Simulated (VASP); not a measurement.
Ti:

```xyz
1
Lattice="-1.6246 1.6410 1.6410 1.6410 -1.6246 1.6410 1.6410 1.6410 -1.6246" Properties=species:S:1:pos:R:3 pbc="T T T"
Ti    0.0000    0.0000    0.0000
```

This cell differs from its parent crystal: equal xy, yz and zx shear strains of +1 %.

Base run:

```yaml
Program: VASP 6.6.1
Functional: PBEsol
Potentials_or_basis: VASP PAW PBE potentials, release 64 (Ti_sv)
Cutoff: 400 eV
k_mesh: 17 × 17 × 17
Occupations: fermi-dirac, width 0.08 eV
Spin: no spin polarisation
```

Its results: band gap on the k mesh zero (band 6 reaches 8.72 eV, above the bottom of band 7 at 7.16 eV); pressure -7.3 GPa.

Question: The run is repeated on the same cell with these changes: cutoff from 400 eV to 520 eV; further incar settings from ALGO = Normal; EDIFF = 1e-08; NBANDS = 12 to ALGO = Normal; EDIFF = 1e-07; NBANDS = 12. What comes out?

Answer: Band gap on the k mesh zero (band 6 reaches 8.72 eV, above the bottom of band 7 at 7.16 eV); pressure -6.7 GPa.

Caveats: the PAW data sets were made with another functional, which shifts forces and pressure a little.
